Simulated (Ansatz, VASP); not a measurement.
## Ga2Te2O in VASP and in Ansatz

```
Ga Te O
1.0
     5.30454    0.00000    0.00000
    -2.65227    4.59386    0.00000
     0.00000    0.00000    6.40224
Ga Te O
2 2 1
Direct
  0.00000 0.00000 0.21896
  0.00000 0.00000 0.78104
  0.33333 0.66667 0.00000
  0.66667 0.33333 0.00000
  0.00000 0.00000 0.50000
```

Alike in both runs: functional PBE; k mesh 12 × 12 × 6; occupations gaussian, width 0.1 eV; no spin polarisation.

Ansatz relaxed the structure, and its values are those at the end. VASP's run is a single point on that final structure, the one shown.

|  | VASP | Ansatz |
| --- | --- | --- |
| version | VASP 6.6.1 | Ansatz 0.2.0 |
| potentials or method | VASP PAW PBE potentials, release 64 (Ga_d, Te, O), cutoff 520 eV | scalar-relativistic, plane waves, PAW |
| valence electrons in the cell | 44 | 64 |

Ansatz gave:

| Property | Result |
| --- | --- |
| gap on the k mesh at the Fermi level (eV) | none |
| pressure (GPa) | 0.0 |
| rms of the force components (eV/Å) | 0.000 |

Problem. Estimate VASP's values.

Solution. gap on the k mesh at the Fermi level (eV): none; pressure (GPa): 0.0; rms of the force components (eV/Å): 0.011.

A gap of «none» marks a metal or a gap that the smearing closes. VASP's potentials hold 44 valence electrons a cell and Ansatz's 64, so a difference there can come from the potentials and not from the codes.

Neither program's run includes spin-orbit coupling.
